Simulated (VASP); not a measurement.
Runs of VASP 6.6.1 on SrCl2. The structure is that of space group P-3m1 (No. 164), or close to it. The cells are those of the table. 

```tsv
task	cell	cutoff (eV)	k mesh for the DOS	occupations for the DOS	gap on the mesh (eV)	pressure (GPa)	largest force (eV/Å)
single point	a = 4.390, b = 4.390, c = 6.173 Å, angles 90.0, 90.0, 120.0°, 3 atoms	520	-	-	5.27	0.0	0.02
single point	a = 4.370, b = 4.370, c = 5.985 Å, angles 90.0, 90.0, 120.0°, 3 atoms	520	-	-	5.23	0.2	0.03
single point	a = 4.381, b = 4.418, c = 6.078 Å, angles 90.0, 90.0, 120.9°, 3 atoms	520	-	-	5.25	0.1	0.05
single point	a = 4.380, b = 4.380, c = 6.078 Å, angles 90.0, 90.0, 120.0°, 3 atoms	520	-	-	5.25	0.1	0.03
single point	a = 4.366, b = 4.366, c = 5.875 Å, angles 90.0, 90.0, 120.0°, 3 atoms	520	-	-	5.20	(a)	0.03
single point	a = 4.390, b = 4.390, c = 6.295 Å, angles 90.0, 90.0, 120.0°, 3 atoms	520	-	-	5.32	0.0	0.02
relaxation of shape and atoms at fixed volume	relaxed from a = 4.340, b = 4.340, c = 5.944 Å, angles 90.0, 90.0, 120.0°, 3 atoms	600	-	-	(b)	0.2	0.01
```

Alike in all rows: level PBEsol; potentials or basis VASP PAW PBE potentials, release 64 (Sr_sv, Cl); no spin polarisation; k mesh 8 × 8 × 6; smearing gaussian 0.05 eV.

Question: Estimate the missing entries.

Answer: (a) 0.3; (b) 5.16.

Caveats: the PAW data sets were made with another functional, which shifts forces and pressure a little.

A k mesh can miss the band edges, and the runs leave out spin-orbit coupling on Sr.
